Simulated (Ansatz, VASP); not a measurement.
# MgO in VASP and in Ansatz

```xyz
4
Lattice="3.5712 0.0000 0.0000 -1.7856 3.0928 0.0000 0.0000 0.0000 4.4137" Properties=species:S:1:pos:R:3 pbc="T T T"
Mg    0.0000    2.0619    0.1572
Mg    1.7856    1.0309    2.3640
O     0.0000    2.0619    1.7579
O     1.7856    1.0309    3.9647
```

Alike in both runs: task single point; functional PBE; k mesh 9 × 9 × 6; occupations gaussian, width 0.05 eV; no spin polarisation.

|  | VASP | Ansatz |
| --- | --- | --- |
| version | VASP 6.6.1 | Ansatz 0.2.0 |
| potentials or method | VASP PAW PBE potentials, release 64 (Mg, O), cutoff 520 eV | scalar-relativistic, plane waves, PAW |
| valence electrons in the cell | 16 | 32 |

VASP gave:

| Property | Result |
| --- | --- |
| gap on the k mesh at the Fermi level (eV) | 3.21 |
| least direct gap on the mesh (eV) | 3.22 |
| pressure (GPa) | 22.5 |
| traceless stress, the component that is largest in VASP (GPa) | 69.13 |
| rms of the force components (eV/Å) | 5.311 |

Question: What did Ansatz give for the same quantities?

Answer: gap on the k mesh at the Fermi level (eV): 3.21; least direct gap on the mesh (eV): 3.22; pressure (GPa): 21.8; traceless stress, the component that is largest in VASP (GPa): 66.77; rms of the force components (eV/Å): 5.117.

Atom by atom the forces differ by 0.193 eV/Å (rms over components). The functional is the same, so the differences come from potentials, cutoffs and numerics. VASP's potentials hold 16 valence electrons a cell and Ansatz's 32, so a difference there can come from the potentials and not from the codes.
